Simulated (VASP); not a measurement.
A run of VASP 6.6.1 is set up as follows.

File INCAR:

```
ALGO = Normal
EDIFF = 1E-6
ENCUT = 520
GGA = PE
ISIF = 2
ISMEAR = 0
LASPH = True
LCHARG = True
LELF = True
LREAL = Auto
LVHAR = True
LWAVE = False
NBANDS = 88
NELM = 100
PREC = Accurate
SIGMA = 0.1
```

File KPOINTS:

```
k-points
0
Gamma
  1 1 1
```

POSCAR

```
Rb16Li
1.0
   11.1800000000      0.0000000000      0.0000000000
    0.0000000000     11.1800000000      0.0000000000
    0.0000000000      0.0000000000     11.1800000000
Rb Li
16 1
Direct
    0.0001971377      0.0204295170      0.0204461538
    0.4997509839      0.0317010733      0.0312780859
   -0.0001621646      0.4702271914      0.0001638640
   -0.0002373882     -0.0002490161      0.4703007156
    0.2690668157      0.2699581395      0.2699900716
    0.4997674419      0.5011254025     -0.0213225403
    0.4998127013     -0.0210141324      0.5011970483
    0.7306026834      0.2697681574      0.2697480322
   -0.0005103757      0.4916217352      0.4912597496
    0.2550246869      0.7415883721      0.2275194991
    0.2547234347      0.2276437388      0.7413648479
    0.4999451699      0.5346309481      0.5346322004
    0.7446180680      0.7417297853      0.2274012522
    0.7449441860      0.2275626118      0.7415554562
    0.1975258497      0.7498112701      0.7501415921
    0.8016008945      0.7502735242      0.7506770125
    0.4993553667      0.8094135957      0.8090145796
```

Potentials or basis: VASP PAW PBE potentials, release 64 (Rb_sv, Li_sv).

Command:

```sh
$ cat potpaw_PBE.64/Rb_sv/POTCAR potpaw_PBE.64/Li_sv/POTCAR > POTCAR
$ mpirun -np 1 vasp_gam > vasp.out
```

Task: Predict the largest force.

Result: 0.023 eV/Å.

Task: Estimate the band gap on the k mesh.

Result: Zero (an odd number of electrons rules out a gap without spin polarisation).

Forces on the atoms (eV/Å):
```
Rb   0.000 -0.005 -0.005
Rb   0.000  0.016  0.017
Rb   0.000  0.002  0.004
Rb   0.001  0.005  0.002
Rb  -0.006 -0.001  0.000
Rb   0.000  0.004  0.004
Rb   0.000  0.003  0.004
Rb   0.007 -0.001  0.000
Rb   0.000 -0.002 -0.001
Rb   0.001  0.003 -0.002
Rb   0.001 -0.002  0.004
Rb   0.000 -0.005 -0.005
Rb   0.000  0.003 -0.002
Rb   0.000 -0.002  0.003
Rb   0.002 -0.003 -0.003
Rb  -0.001 -0.003 -0.004
Li  -0.005 -0.014 -0.015
```

Caveat: the k points lie up to 0.56 Å⁻¹ apart, too coarse for converged energies and pressures of a metal.
